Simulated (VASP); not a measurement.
TePb: single point with r2SCAN

The system is TePb.

```
CELL_PARAMETERS angstrom
0.00000 3.38835 3.38835
3.38835 0.00000 3.38835
3.38835 3.38835 0.00000
ATOMIC_POSITIONS crystal
Te 0.50000 0.50000 0.50000
Pb 0.00000 0.00000 0.00000
```

This cell differs from its parent crystal: strain +0.050 along x and y, +0.050 along z.

```json
{"Program": "VASP 6.6.1", "Task": "single point", "Functional": "r2SCAN", "Potentials or basis": "VASP PAW PBE potentials, release 64 (Te, Pb_d)", "Cutoff": "520 eV", "k mesh": "8 × 8 × 8", "Occupations": "gaussian, width 0.05 eV", "Spin": "no spin polarisation", "Dipole correction": "no", "Further INCAR settings": "ALGO = Normal; EDIFF = 1e-07; NBANDS = 17"}
```

The pressure is -3.6 GPa. The band gap on the k mesh is 1.27 eV, direct.

Levels at points of the mesh, in eV from the valence-band top:
```csv
k point,band 6,band 7,band 8,band 9,band 10,band 11,band 12,band 13,band 14,band 15
"(0.00, 0.00, 0.00)",-11.37,-5.99,-0.94,-0.94,-0.94,4.17,4.17,4.17,6.51,6.51
"(0.50, 0.00, 0.00)",-10.21,-8.21,-0.55,-0.55,0.00,1.27,1.76,1.76,8.76,9.36
"(0.50, 0.50, 0.00)",-10.06,-7.30,-3.59,-2.15,-2.15,4.18,5.31,5.31,6.34,10.27
```

Wall time 110 s on 1 thread of Intel(R) Xeon(R) Platinum 8259CL CPU @ 2.50GHz (Skylake/Cascade Lake) (shared host), peak memory 0.23 GiB.

Caveat: the cell differs from its parent crystal (strain +0.050 along x and y, +0.050 along z); the PAW data sets were made with another functional, which shifts forces and pressure a little; spin-orbit coupling is left out, which moves the levels of the heavy elements. A k mesh can miss the band edges.
